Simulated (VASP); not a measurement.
# V (Im-3m) in VASP: further runs

Runs on V. Level: PBEsol. Tasks: single point, relaxation of cell and atoms.

Everything below comes from runs of VASP 6.6.1. Logs are shortened: lines on timing, memory, paths and dates and some standing lists are left out, and cuts for length are marked.

**1. The cell of the first run**

Symmetry: Im-3m, No. 229, cubic system. The conventional cell has a = 2.965 Å, b = 2.965 Å, c = 2.965 Å, α = 90.00°, β = 90.00°, γ = 90.00°. V (site symmetry m-3m) has 14 V at 2.57 to 2.97 Å within 3.4 Å.

**2. Single point, PBEsol**

File INCAR:

```
  ALGO = Normal
  EDIFF = 1E-7
  ENCUT = 520
  GGA = PS
  ISIF = 2
  ISMEAR = 0
  LASPH = True
  LCHARG = False
  LREAL = False
  LWAVE = False
  NBANDS = 12
  NELM = 80
  PREC = Accurate
  SIGMA = 0.1
```

File KPOINTS:

```
k-points
0
Gamma
  10 10 10
```

File POSCAR:

```
V
1.0
   -1.4825110326      1.4825110326      1.4825110326
    1.4825110326     -1.4825110326      1.4825110326
    1.4825110326      1.4825110326     -1.4825110326
V
1
Direct
    0.0000000000      0.0000000000      0.0000000000
```

Potentials or basis: VASP PAW PBE potentials, release 64 (V_sv).

The run is started by

```console
> cat potpaw_PBE.64/V_sv/POTCAR > POTCAR
> mpirun -np 1 vasp_std > vasp.out
```

OUTCAR:

```text
EDIFF = 1E-7
   ENCUT = 520
   GGA = PS
   ISIF = 2
   ISMEAR = 0
   LASPH = True
   LREAL = False
   NELM = 80
   PREC = Accurate

 ion  position               nearest neighbor table
   1  0.000  0.000  0.000-

  LATTYP: Found a body centered cubic cell.
 ALAT       =     2.9650220652

  Lattice vectors:

 A1 = (  -1.4825110326,   1.4825110326,   1.4825110326)
 A2 = (   1.4825110326,  -1.4825110326,   1.4825110326)
 A3 = (   1.4825110326,   1.4825110326,  -1.4825110326)

Analysis of symmetry for initial positions (statically):
=====================================================================
 Subroutine PRICEL returns:
 Original cell was already a primitive cell.

 Routine SETGRP: Setting up the symmetry group for a
 body centered cubic supercell.

 Subroutine GETGRP returns: Found 48 space group operations
[... 9 lines left out ...]

 Routine SETGRP: Setting up the symmetry group for a
 body centered cubic supercell.

 Subroutine GETGRP returns: Found 48 space group operations
[... 11 lines left out ...]
                                     Primitive cell

  volume of cell :      13.0333

  direct lattice vectors                    reciprocal lattice vectors
    -1.482511033  1.482511033  1.482511033     0.000000000  0.337265618  0.337265618
     1.482511033 -1.482511033  1.482511033     0.337265618  0.000000000  0.337265618
     1.482511033  1.482511033 -1.482511033     0.337265618  0.337265618  0.000000000

  length of vectors
     2.567784431  2.567784431  2.567784431     0.476965611  0.476965611  0.476965611

  position of ions in fractional coordinates (direct lattice)
     0.000000000  0.000000000  0.000000000

  ion indices of the primitive-cell ions
   primitive index   ion index
                 1           1

----------------------------------------------------------------------------------------

 KPOINTS: k-points

Automatic generation of k-mesh.
 Grid dimensions read from file:
 generate k-points for:   10   10   10

 Generating k-lattice:

  Cartesian coordinates                     Fractional coordinates (reciprocal lattice)
     0.000000000  0.033726562  0.033726562     0.100000000  0.000000000  0.000000000
     0.033726562  0.000000000  0.033726562     0.000000000  0.100000000  0.000000000
     0.033726562  0.033726562  0.000000000     0.000000000  0.000000000  0.100000000

[... 52 lines left out ...]
   LSORBIT =      F    spin-orbit coupling
   LASPH  =      T    aspherical Exc in radial PAW
   ENCUT  =  520.0 eV  38.22 Ry    6.18 a.u.   4.77  4.77  4.77*2*pi/ulx,y,z
   NELM   =     80;   NELMIN=  2; NELMDL= -5     # of ELM steps
   EDIFF  = 0.1E-06   stopping-criterion for ELM
   LREAL  =      F    real-space projection
   EDIFFG = 0.1E-05   stopping-criterion for IOM
   NSW    =      0    number of steps for IOM
   IBRION =     -1    ionic relax: 0-MD 1-quasi-New 2-CG
   NFREE  =      0    steps in history (QN), initial steepest desc. (CG)
   ISIF   =      2    stress and relaxation
   ISYM   =      2    0-nonsym 1-usesym 2-fastsym
   POTIM  = 0.5000    time-step for ionic-motion
   TEBEG  =    0.0;   TEEND  =   0.0 temperature during run
   PSTRESS=    0.0 pullay stress
   NELECT =      13.0000    total number of electrons
   NUPDOWN=      -1.0000    fix difference up-down
   EMIN   =  10.00;   EMAX   =-10.00  energy-range for DOS
   EFERMI =   0.00;   METHOD = LEGACY
   ISMEAR =     0;   SIGMA  =   0.10  broadening in eV -4-tet -1-fermi 0-gaus
   EFERMI_NEDOS =   21; number of points for ismear=-14 and -15
   IALGO  =     38    algorithm
   IMIX   =      4    mixing-type and parameters
     AMIX     =   0.40;   BMIX     =  1.00
     AMIX_MAG =   1.60;   BMIX_MAG =  1.00
  volume/ion in A,a.u.               =      13.03        87.95
  Fermi-wavevector in a.u.,A,eV,Ry     =   1.635704  3.091032 36.402757  2.675527
  Thomas-Fermi vector in A             =   2.727132
   LORBIT       =      0    0 simple, 1 ext, 2 COOP (PROOUT), +10 PAW based schemes
   GGA     = PS    functional components
   LHFCALC =     F    Hartree Fock is set to
   AEXX    =    0.0000 exact exchange contribution
   IVDW    =     0    specifies the selected vdW correction
   LEPSILON=     F    determine dielectric tensor
   LRPA    =     F    only Hartree local field effects (RPA)
 non-spin polarized calculation
 Gauss-broadening in eV      SIGMA  =   0.10
  energy-cutoff  :      520.00
  volume of cell :       13.03
 maximum number of plane-waves:       370
   NGX =  9   NGY =  9   NGZ =  9

 number of electron      12.9999999 magnetization

 Free energy of the ion-electron system (eV)
  ---------------------------------------------------
  ext. energy  EPLUGINS =         0.00000000
  ---------------------------------------------------
  free energy    TOTEN  =        -9.63433056 eV

  energy without entropy =       -9.62422004  energy(sigma->0) =       -9.62927530

 E-fermi :   9.9683     XC(G=0): -13.2456

 val. band max:        9.9583886413   @ k =   0.1000   0.1000   0.0000
 cond. band min:      10.0066849591   @ k =  -0.2000   0.3000   0.1000
 fundamental gap:      0.0482963178
 Fermi energy:         9.9683417643

 k-point     1 :       0.0000    0.0000    0.0000
  band No.  band energies     occupation
      1     -53.5085      2.00000
      2     -26.8508      2.00000
      3     -26.8508      2.00000
      4     -26.8508      2.00000
      5       3.3087      2.00000
      6      10.3625      0.00000
      7      10.3625      0.00000
      8      10.3625      0.00000
      9      12.4498      0.00000
     10      12.4498      0.00000
     11      30.7253      0.00000
     12      30.7253      0.00000
[... 331 lines left out ...]
 k-point    24 :      -0.3000    0.3000    0.1000
  band No.  band energies     occupation
      1     -53.3423      2.00000
      2     -27.5067      2.00000
      3     -27.0915      2.00000
      4     -26.9289      2.00000
      5       6.4085      2.00000
      6       9.5645      2.00000
      7       9.7267      1.99937
      8      11.6862      0.00000
      9      12.5904      0.00000
     10      13.0883      0.00000
     11      25.1433      0.00000
     12      28.0470      0.00000

 [... further k-points ...]
[... 5 lines left out ...]
  --------------------------------------------------------------------------------------
  -------------------------------------------------------------------------------------
  Total        0.0152695      0.0152695      0.0152695      0.0000000     -0.0000000     -0.0000000
  in kB        1.8770763      1.8770763      1.8770763      0.0000000     -0.0000000     -0.0000000
  external PRESSURE =       1.8770763 kB  Pullay stress =       0.0000000 kB

 VOLUME and BASIS-vectors are now :
 -----------------------------------------------------------------------------
  energy-cutoff  :      520.00
  volume of cell :       13.03
      direct lattice vectors                 reciprocal lattice vectors
    -1.482511033  1.482511033  1.482511033     0.000000000  0.337265618  0.337265618
     1.482511033 -1.482511033  1.482511033     0.337265618  0.000000000  0.337265618
     1.482511033  1.482511033 -1.482511033     0.337265618  0.337265618  0.000000000

 POSITION                                       TOTAL-FORCE (eV/Angst)
 -----------------------------------------------------------------------------------
      0.00000      0.00000      0.00000        -0.000000     -0.000000      0.000000
 -----------------------------------------------------------------------------------
    total drift:                                0.000000     -0.000000      0.000000

  FREE ENERGIE OF THE ION-ELECTRON SYSTEM (eV)
  ---------------------------------------------------
  free  energy   TOTEN  =        -9.6343305634 eV

  energy  without entropy=       -9.6242200417  energy(sigma->0) =       -9.62927530
```

Run time: 5.4 s. Hardware: 1 thread of AMD EPYC 7R13 (Zen 3), shared host; peak memory 0.09 GiB.

What came out:

```yaml
Free_energy: -9.6343 eV
Pressure: 0.2 GPa
```

Caveat: the PAW data sets were made with another functional, which shifts forces and pressure a little.

**3. Single point, PBEsol, collinear spin, ferromagnetic start**

This run uses another cell than the first one, of 14.18 Å³/atom, 1.088 times its volume.

File INCAR:

```
PREC = Accurate
ENCUT = 520
EDIFF = 1E-7
ISMEAR = 0
SIGMA = 0.1
LREAL = False
LASPH = True
NELM = 150
ALGO = Normal
ISIF = 2
LWAVE = False
LCHARG = False
ISPIN = 2
MAGMOM = 2
LORBIT = 11
LMAXMIX = 4
GGA = PS
NBANDS = 16
```

File KPOINTS:

```
Automatic mesh
0
Gamma
  8 8 8
```

File POSCAR:

```
V
1.0
   -1.5248108996      1.5248108996      1.5248108996
    1.5248108996     -1.5248108996      1.5248108996
    1.5248108996      1.5248108996     -1.5248108996
V
1
Direct
    0.0000000000      0.0000000000      0.0000000000
```

Potentials or basis: VASP PAW PBE potentials, release 64 (V_sv).

The run is started by

```console
> cat potpaw_PBE.64/V_sv/POTCAR > POTCAR
> mpirun -np 1 vasp_std > vasp.out
```

Run time: 13 s. Hardware: 1 thread of Intel Xeon Platinum 8259CL at 2.50GHz (Skylake/Cascade Lake), shared host; peak memory 0.13 GiB.

The run converged. Its results:

- Free energy: -9.5871 eV
- Pressure: -15.8 GPa
- Net moment: 0.00 μB per cell
- Valence electrons inside the program's atomic spheres: V 11.58

Levels at points of the mesh, in eV from the Fermi level:
Spin up:
```tsv
k point	band 3	band 4	band 5	band 6	band 7	band 8	band 9	band 10
(0.00, 0.00, 0.00)	-37.00	-37.00	-6.51	0.40	0.40	0.40	2.28	2.28
(0.50, 0.00, 0.00)	-37.25	-37.01	-3.03	-1.04	1.45	2.27	2.61	3.88
(0.50, 0.50, 0.50)	-37.54	-37.54	-2.79	-2.79	3.51	3.51	3.51	9.68
```
Spin down:
```
           k point  band 3  band 4  band 5  band 6  band 7  band 8  band 9  band 10
(0.00, 0.00, 0.00)  -37.00  -37.00   -6.51    0.40    0.40    0.40    2.28     2.28
(0.50, 0.00, 0.00)  -37.25  -37.01   -3.03   -1.04    1.45    2.27    2.61     3.88
(0.50, 0.50, 0.50)  -37.54  -37.54   -2.79   -2.79    3.51    3.51    3.51     9.68
```

Caveat: the k points lie up to 0.36 Å⁻¹ apart; the PAW data sets were made with another functional, which shifts forces and pressure a little.

**4. Relaxation of cell and atoms, PBEsol**

This run uses another cell than the first one, of 14.18 Å³/atom, 1.088 times its volume.

File INCAR:

```
SYSTEM = V
PREC     = Accurate       ! precision mode
ENCUT    = 600            ! plane-wave cutoff, eV
EDIFF    = 1E-6           ! SCF threshold, eV
ISMEAR   = 0              ! smearing method
SIGMA    = 0.1            ! smearing width, eV
LREAL    = .False.        ! projectors in reciprocal space
LASPH    = .True.         ! aspherical terms in the spheres
NELM     = 80             ! most SCF steps
ALGO     = Fast           ! electronic algorithm
ISIF     = 3              ! what is computed and relaxed
LWAVE    = .False.        ! write WAVECAR
LCHARG   = .False.        ! write CHGCAR
GGA      = PS             ! functional
IBRION   = 2              ! ionic algorithm
NSW      = 80             ! ionic steps
EDIFFG   = -0.05          ! ionic threshold
```

File KPOINTS:

```
Automatic mesh
0
Gamma
  10 10 10
  0 0 0
```

POSCAR is that of step 3.

The run is started by

```console
> cat potpaw_PBE.64/V_sv/POTCAR > POTCAR
> mpirun -np 1 vasp_std > vasp.out
```

Run time: 19 s. Hardware: 1 thread of Intel Xeon Platinum 8259CL at 2.50GHz (Skylake/Cascade Lake), shared host; peak memory 0.15 GiB.

The run converged. Its results:

```
Free energy                            : -9.6354 eV
Relaxed volume                         : 13.07 Å³/atom
Relaxed cell                           : a = 2.570 Å, b = 2.570 Å, c = 2.570 Å, α = 109.47°, β = 109.47°, γ = 109.47°
Space group after relaxing (to 0.05 Å) : Im-3m (No. 229)
Energy gained by relaxing              : 54.6 meV/atom
Ionic steps                            : 3
Pressure after relaxing                : -0.3 GPa
```

Step by step:
```csv
step,energy change (eV),largest force (eV/Å),pressure (GPa),volume (Å³)
1,0.0000,0.0000,-14.22,14.18
2,0.0365,0.0000,24.27,11.75
3,-0.0546,0.0000,-0.25,13.07
```

Final structure:
```
V
1.0
    -1.48372    1.48372    1.48372
     1.48372   -1.48372    1.48372
     1.48372    1.48372   -1.48372
V
1
Direct
  0.00000 0.00000 0.00000
```

Levels at points of the mesh, in eV from the Fermi level:
```csv
k point,band 3,band 4,band 5,band 6,band 7,band 8,band 9,band 10
"(0.00, 0.00, 0.00)",-36.83,-36.83,-6.65,0.39,0.39,0.39,2.47,2.47
"(0.50, 0.00, 0.00)",-37.14,-36.84,-3.30,-1.21,1.77,2.49,2.85,4.27
"(0.50, 0.50, 0.50)",-37.51,-37.51,-3.16,-3.16,3.86,3.86,3.86,10.47
```

Caveat: the PAW data sets were made with another functional, which shifts forces and pressure a little.

**5. Single point, PBEsol**

This run uses another cell than the first one, of 12.95 Å³/atom, 0.994 times its volume.

File INCAR:

```
PREC     = Accurate       # precision mode
ENCUT    = 520            # plane-wave cutoff, eV
EDIFF    = 1E-6           # SCF threshold, eV
ISMEAR   = 0              # smearing method
SIGMA    = 0.1            # smearing width, eV
LREAL    = False          # projectors in reciprocal space
LASPH    = True           # aspherical terms in the spheres
NELM     = 60             # most SCF steps
ALGO     = Fast           # electronic algorithm
ISIF     = 2              # what is computed and relaxed
LWAVE    = False          # write WAVECAR
LCHARG   = False          # write CHGCAR
GGA      = PS             # functional
NBANDS   = 12             # bands
```

File KPOINTS:

```
Automatic mesh
0
Gamma
  20 20 20
```

File POSCAR:

```
V
1.0
   -1.4794369481      1.4794369481      1.4794369481
    1.4794369481     -1.4794369481      1.4794369481
    1.4794369481      1.4794369481     -1.4794369481
V
1
Direct
    0.0000000000      0.0000000000      0.0000000000
```

The run is started by

```console
> cat potpaw_PBE.64/V_sv/POTCAR > POTCAR
> mpirun -np 1 vasp_std > vasp.out
```

Wall time 29 s (1 thread of Intel Xeon Platinum 8259CL at 2.50GHz (Skylake/Cascade Lake), shared host); peak memory 0.15 GiB.

The run converged. Its results:

```
Free energy : -9.6391 eV
Pressure    : 0.3 GPa
```

Levels at points of the mesh, in eV from the Fermi level:
```csv
k point,band 5,band 6,band 7,band 8,band 9,band 10
"(0.00, 0.00, 0.00)",-6.67,0.42,0.42,0.42,2.53,2.53
"(0.50, 0.00, 0.00)",-3.32,-1.21,1.80,2.54,2.92,4.36
"(0.50, 0.50, 0.50)",-3.19,-3.19,3.94,3.94,3.94,10.56
```

Caveat: the PAW data sets were made with another functional, which shifts forces and pressure a little.

**6. Relaxation of cell and atoms, PBEsol**

File INCAR:

```
  PREC = Accurate
  ENCUT = 600
  EDIFF = 1E-6
  ISMEAR = 0
  SIGMA = 0.1
  LREAL = F
  LASPH = T
  NELM = 100
  ALGO = Normal
  ISIF = 3
  LWAVE = F
  LCHARG = F
  GGA = PS
  IBRION = 2
  NSW = 80
  EDIFFG = -0.01
```

KPOINTS is that of step 5.

File POSCAR:

```
V
1.0
   -1.4825110326      1.4825110326      1.4825110326
    1.4825110326     -1.4825110326      1.4825110326
    1.4825110326      1.4825110326     -1.4825110326
V
1
Direct
    0.0000000000      0.0000000000      0.0000000000
```

Potentials or basis: VASP PAW PBE potentials, release 64 (V_sv).

The run is started by

```console
> cat potpaw_PBE.64/V_sv/POTCAR > POTCAR
> mpirun -np 1 vasp_std > vasp.out
```

It took 28 s on 1 thread of Intel Xeon Platinum 8488C (Sapphire Rapids), shared host; peak memory 0.17 GiB.

The run converged. Its results:

- Free energy: -9.6392 eV
- Relaxed volume: 12.96 Å³/atom
- Relaxed cell: a = 2.563 Å, b = 2.563 Å, c = 2.563 Å, α = 109.47°, β = 109.47°, γ = 109.47°
- Space group after relaxing (to 0.05 Å): Im-3m (No. 229)
- Energy gained by relaxing: 0.2 meV/atom
- Ionic steps: 3
- Pressure after relaxing: 0.0 GPa

Step by step:
| step | energy change (eV) | largest force (eV/Å) | pressure (GPa) | volume (Å³) |
| --- | --- | --- | --- | --- |
| 1 | 0.0000 | 0.0000 | -1.08 | 13.03 |
| 2 | 0.0002 | 0.0000 | 1.54 | 12.87 |
| 3 | -0.0002 | 0.0000 | -0.03 | 12.96 |

Final structure:
```
CELL_PARAMETERS angstrom
-1.47979 1.47979 1.47979
1.47979 -1.47979 1.47979
1.47979 1.47979 -1.47979
ATOMIC_POSITIONS crystal
V 0.00000 0.00000 0.00000
```

Levels at points of the mesh, in eV from the Fermi level:
```
           k point  band 3  band 4  band 5  band 6  band 7  band 8  band 9  band 10
(0.00, 0.00, 0.00)  -36.76  -36.76   -6.67    0.42    0.42    0.42    2.53     2.53
(0.50, 0.00, 0.00)  -37.08  -36.77   -3.32   -1.21    1.79    2.54    2.91     4.36
(0.50, 0.50, 0.50)  -37.46  -37.46   -3.18   -3.18    3.94    3.94    3.94    10.55
```

Caveat: the PAW data sets were made with another functional, which shifts forces and pressure a little.

**7. The runs side by side**

```tsv
task	spin	cell	k mesh	cutoff (eV)	gap on the mesh (eV)	pressure (GPa)	relaxed volume (Å³/atom)
single point	off	a = 2.568 Å, angles 109.5°, 1 atom	10 × 10 × 10	520	none	0.2	-
single point	collinear, ferromagnetic start	a = 2.641 Å, angles 109.5°, 1 atom	8 × 8 × 8	520	none	-15.8	-
relaxation of cell and atoms	off	relaxed from a = 2.641 Å, angles 109.5°, 1 atom	10 × 10 × 10	600	none	-0.3	13.07
single point	off	a = 2.562 Å, angles 109.5°, 1 atom	20 × 20 × 20	520	none	0.3	-
relaxation of cell and atoms	off	relaxed from a = 2.568 Å, angles 109.5°, 1 atom	20 × 20 × 20	600	none	0.0	12.96
```

Alike in all rows: level PBEsol; potentials or basis VASP PAW PBE potentials, release 64 (V_sv); smearing gaussian 0.1 eV.

Caveats: some runs use coarse meshes; the PAW data sets were made with another functional, which shifts forces and pressure a little.

Absolute energies hang on the potentials; compare differences alone.
